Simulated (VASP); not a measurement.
Set up this calculation in VASP 6.6.1, as the native input.

| Quantity | Value |
| --- | --- |
| Task | relaxation of cell and atoms |
| Functional | PBE |
| Dispersion | D3(BJ) |
| Potentials or basis | VASP PAW PBE potentials, release 64 (W_sv, Se) |
| Cutoff | 600 eV |
| k mesh | 8 × 8 × 8 |
| Occupations | fermi-dirac, width 0.02 eV |
| Spin | no spin polarisation |
| Dipole correction | no |
| Further INCAR settings | ALGO = Normal; EDIFF = 1e-07; IBRION = 2; EDIFFG = -0.005; NSW = 80; ISIF = 3 |

The structure of WSe2 lies in POSCAR:

```
WSe2
1.0
    1.9044304050      1.0995234070      6.6888877200
   -1.9044304050      1.0995234070      6.6888877200
    0.0000000000     -2.1990468140      6.6888877200
W Se
1 2
Direct
    0.0000000000      0.0000000000      0.0000000000
    0.4259966648      0.4259966648      0.4259966648
    0.2406700019      0.2406700019      0.2406700019
```

These files were run (other wordings do the same):

INCAR

```
PREC = Accurate
ENCUT = 600
EDIFF = 1E-7
ISMEAR = -1
SIGMA = 0.02
LREAL = F
LASPH = T
NELM = 80
ALGO = Normal
ISIF = 3
LWAVE = F
LCHARG = F
GGA = PE
IVDW = 12
IBRION = 2
NSW = 80
EDIFFG = -0.005
```

KPOINTS

```
Automatic mesh
0
Gamma
  8 8 8
```

Potentials or basis: VASP PAW PBE potentials, release 64 (W_sv, Se).

Launch:

```sh
$ cat potpaw_PBE.64/W_sv/POTCAR potpaw_PBE.64/Se/POTCAR > POTCAR
$ mpirun -np 1 vasp_std > vasp.out
```

It gave:

* Relaxed volume: 19.89 Å³/atom
* Relaxed cell: a = 6.658 Å, b = 6.658 Å, c = 6.658 Å, α = 28.57°, β = 28.57°, γ = 28.57°
* Space group after relaxing (to 0.1 Å): R3m (No. 160)
* Pressure after relaxing: 0.0 GPa
* Band gap on the k mesh: 1.04 eV (least direct gap 2.00 eV)
* Dispersion energy per atom: -0.475 eV

Caveat: the volume moved by over 15 % at a fixed basis, so the end points are rough; spin-orbit coupling is left out, which moves the levels of the heavy elements.

Wall time 90 min on 1 thread of Intel Xeon 8259CL, on a shared host, peak memory 0.55 GiB.
